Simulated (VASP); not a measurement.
Here is a VASP 6.6.1 calculation.

The input INCAR:

```
SYSTEM = MgV3
PREC = Accurate ; ENCUT = 600
EDIFF = 1E-6 ; ISMEAR = 0
SIGMA = 0.1 ; LREAL = .FALSE.
LASPH = .TRUE. ; NELM = 200
ALGO = Normal ; ISIF = 2
LWAVE = .FALSE. ; LCHARG = .TRUE.
ISPIN = 2 ; MAGMOM = 0.47 0.47 0.47 0
LORBIT = 11 ; LMAXMIX = 4
GGA = PE ; LELF = .TRUE.
LVHAR = .TRUE. ; NBANDS = 32
GGA_COMPAT = .FALSE.
```

The input KPOINTS:

```
Automatic mesh
0
G
  12 12 12
  0 0 0
```

The input POSCAR:

```
MgV3
1.0
    3.9030703298      0.0000000000      0.0000000000
    0.0000000000      3.9030703298      0.0000000000
    0.0000000000      0.0000000000      3.9030703298
V Mg
3 1
Direct
    0.0000000000      0.5000000000      0.5000000000
    0.5000000000      0.0000000000      0.5000000000
    0.5000000000      0.5000000000      0.0000000000
    0.0000000000      0.0000000000      0.0000000000
```

Potentials or basis: VASP PAW PBE potentials, release 64 (V_sv, Mg).

The run is started by

```bash
$ cat potpaw_PBE.64/V_sv/POTCAR potpaw_PBE.64/Mg/POTCAR > POTCAR
$ mpirun -np 1 vasp_std > vasp.out
```

What does it give for the site moments?

V +0.33; Mg -0.00 μB.

What does it give for the pressure?

0.1 GPa.
